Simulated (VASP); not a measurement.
# Mo: single point with PBE

Crystal: Mo.

```
Mo
1.0
    -1.58035    1.58035    1.58035
     1.58035   -1.58035    1.58035
     1.58035    1.58035   -1.58035
Mo
1
Direct
  0.00000 0.00000 0.00000
```

```json
{
 "Program": "VASP 6.6.1",
 "Task": "single point",
 "Functional": "PBE",
 "Potentials or basis": "VASP PAW PBE potentials, release 64 (Mo_sv)",
 "Cutoff": "520 eV",
 "k mesh": "19 × 19 × 19",
 "Occupations": "fermi-dirac, width 0.05 eV",
 "Spin": "no spin polarisation"
}
```

```yaml
Pressure: 0.5 GPa
Band_gap_on_the_k_mesh: zero (bands 7 and 8 overlap by 5.09 eV)
```

Levels at points of the mesh, in eV from the Fermi level:
```tsv
k point	band 3	band 4	band 5	band 6	band 7	band 8	band 9	band 10	band 11	band 12
(0.00, 0.00, 0.00)	-34.59	-34.59	-7.22	-1.37	-1.37	-1.37	1.62	1.62	14.80	14.80
```

Wall time 25 s on 1 thread of Intel(R) Xeon(R) Platinum 8259CL CPU @ 2.50GHz (Skylake/Cascade Lake) (shared host), peak memory 0.15 GiB.
